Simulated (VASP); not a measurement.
Set up this calculation in VASP 6.6.1, as the native input.

| Property | Result |
| --- | --- |
| Task | single point |
| Functional | LDA |
| Potentials or basis | VASP PAW LDA potentials, release 64 (Ge_d) |
| Cutoff | 520 eV |
| k mesh | 14 × 14 × 14 |
| Occupations | gaussian, width 0.15 eV |
| Spin | no spin polarisation |
| Dipole correction | no |
| Further INCAR settings | ALGO = Normal; EDIFF = 1e-07; NBANDS = 21 |

The structure of Ge lies in POSCAR:

```
Ge
1.0
    0.0000000000      2.7450823156      2.9419727228
    2.7450823156      0.0000000000      2.9419727228
    2.7450823156      2.7450823156      0.0000000000
Ge
2
Direct
    0.5029174098      0.4970825902      0.4970825902
    0.7470825902      0.7529174098      0.7529174098
```

This cell differs from its parent crystal: atoms displaced along a vibrational mode, the cell strained.

One way to write it, as run:

INCAR

```
SYSTEM = Ge
PREC = Accurate
ENCUT = 520
EDIFF = 1E-7
ISMEAR = 0
SIGMA = 0.15
LREAL = .FALSE.
LASPH = .TRUE.
NELM = 100
ALGO = Normal
ISIF = 2
LWAVE = .FALSE.
LCHARG = .FALSE.
NBANDS = 21
```

KPOINTS

```
Automatic mesh
0
G
  14 14 14
  0 0 0
```

Potentials or basis: VASP PAW LDA potentials, release 64 (Ge_d).

Command:

```console
$ cat potpaw_LDA.64/Ge_d/POTCAR > POTCAR
$ mpirun -np 1 vasp_std > vasp.out
```

It gave:

- Pressure: 0.3 GPa
- Largest force: 0.357 eV/Å
- Band gap on the k mesh: zero (bands 14 and 15 overlap by 0.21 eV)

Caveat: the cell differs from its parent crystal (atoms displaced along a vibrational mode, the cell strained); the stress differs along the axes, from -3 to 2 GPa; semilocal functionals underestimate gaps, and a narrow one can read as zero.

It took 4.5 min on 1 thread of Intel(R) Xeon(R) 6975P-C (Granite Rapids) (shared host), peak memory 0.58 GiB.
